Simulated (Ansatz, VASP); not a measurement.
**MgO in VASP and in Ansatz**

POSCAR

```
MgO
1.0
    3.4841042127      0.0000000000      0.0000000000
   -1.7420521064      3.0173227576      0.0000000000
    0.0000000000      0.0000000000      4.1856875957
Mg O
2 2
Direct
    0.6666666667      0.3333333333      0.7500000000
    0.3333333333      0.6666666667      0.2500000000
    0.6666666667      0.3333333333      0.2500000000
    0.3333333333      0.6666666667      0.7500000000
```

Contents of INCAR.step1:

```
SYSTEM = MgO
PREC = Accurate
ENCUT = 750
ISMEAR = 0
SIGMA = 0.05
LREAL = .False.
LASPH = .True.
NELM = 120
NBANDS = 24
GGA = PE
ALGO = Normal
EDIFF = 1E-5
LWAVE = .True.
LCHARG = .False.
GGA_COMPAT = .False.
```

Contents of INCAR.step2:

```
SYSTEM = MgO
PREC = Accurate
ENCUT = 750
EDIFF = 1E-6
ISMEAR = 0
SIGMA = 0.05
LREAL = .False.
LASPH = .True.
NELM = 120
ALGO = Normal
ISIF = 2
LWAVE = .False.
LCHARG = .True.
METAGGA = R2SCAN
LMIXTAU = .True.
LELF = .True.
LVHAR = .True.
NBANDS = 24
ISTART = 1
GGA_COMPAT = .False.
```

Contents of KPOINTS:

```
Automatic mesh
0
Gamma
  6 6 6
  0 0 0
```

Input for Ansatz:

```yaml
crystal:
  lattice:
    - [3.4841042127, 0.0, 0.0]
    - [-1.7420521064, 3.0173227576, 0.0]
    - [0.0, 0.0, 4.1856875957]
  atoms:
    - { symbol: Mg, position: [0.6666666667, 0.3333333333, 0.75] }
    - { symbol: Mg, position: [0.3333333333, 0.6666666667, 0.25] }
    - { symbol: O, position: [0.6666666667, 0.3333333333, 0.25] }
    - { symbol: O, position: [0.3333333333, 0.6666666667, 0.75] }
basis:
  ecutwfc: 500
kpoints:
  mp_grid: { grid: [6, 6, 6] }
hamiltonian:
  xc: r2scan
scf:
  occupations: { method: gaussian, width: 0.05 }
output:
  forces: true
  stress: true
  eigenvalues: true
  write_density: true
  write_potential: true
  elf: true
  volumetric_format: npy
```

Alike in both runs: task single point; functional r2SCAN; k mesh 6 × 6 × 6; occupations gaussian, width 0.05 eV; no spin polarisation.

|  | VASP | Ansatz |
| --- | --- | --- |
| version | VASP 6.6.1 | Ansatz 0.2.0 |
| potentials or method | VASP PAW PBE potentials, release 64 (Mg_sv, O), cutoff 750 eV | scalar-relativistic, plane waves, PAW |
| valence electrons in the cell | 32 | 32 |

```tsv
	VASP	Ansatz	Ansatz less VASP
gap on the k mesh at the Fermi level (eV)	4.10	4.09	-0.008
least direct gap on the mesh (eV)	4.10	4.09	-0.008
pressure (GPa)	0.0	0.0	+0.06
traceless stress, the component that is largest in VASP (GPa)	-0.10	-0.02	+0.080
```

VASP's potentials were made for PBE, not for r2SCAN. The functional is the same, so the differences come from potentials, cutoffs and numerics.
